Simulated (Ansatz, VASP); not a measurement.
Two plane-wave programs on KI

```
K I
1.0
     6.42000   -5.29000    0.00000
    -6.42000   -5.29000    0.00000
     0.00000    0.00000   -9.30000
K I
8 8
Direct
  0.39250 0.35750 0.80300
  0.89250 0.85750 0.80300
  0.64250 0.10750 0.69700
  0.14250 0.60750 0.69700
  0.35750 0.89250 0.30300
  0.85750 0.39250 0.30300
  0.60750 0.64250 0.19700
  0.10750 0.14250 0.19700
  0.50000 0.25000 0.08300
  0.00000 0.75000 0.08300
  0.75000 0.00000 0.41700
  0.25000 0.50000 0.41700
  0.25000 0.00000 0.58300
  0.75000 0.50000 0.58300
  0.50000 0.75000 0.91700
  0.00000 0.25000 0.91700
```

Alike in both runs: task single point; functional PBEsol; k mesh 1 × 1 × 1; occupations gaussian, width 0.1 eV; no spin polarisation.

```csv
,VASP,Ansatz
version,VASP 6.6.1,Ansatz 0.2.0
potentials or method,"VASP PAW PBE potentials, release 64 (K_sv, I), cutoff 520 eV","scalar-relativistic, plane waves, PAW"
valence electrons in the cell,128,208
```

```csv
,VASP,Ansatz,Ansatz less VASP
gap on the k mesh at the Fermi level (eV),3.48,3.49,+0.005
least direct gap on the mesh (eV),3.48,3.49,+0.005
pressure (GPa),3.1,3.0,-0.08
"traceless stress, the component that is largest in VASP (GPa)",-3.29,-3.28,+0.016
rms of the force components (eV/Å),0.686,0.677,-0.0092
```

VASP's potentials were made for PBE, not for PBEsol. Atom by atom the forces differ by 0.009 eV/Å (rms over components). VASP's potentials hold 128 valence electrons a cell and Ansatz's 208, so a difference there can come from the potentials and not from the codes.

The k mesh is coarse, so the values compare programs but aren't converged. Neither program's run includes spin-orbit coupling.
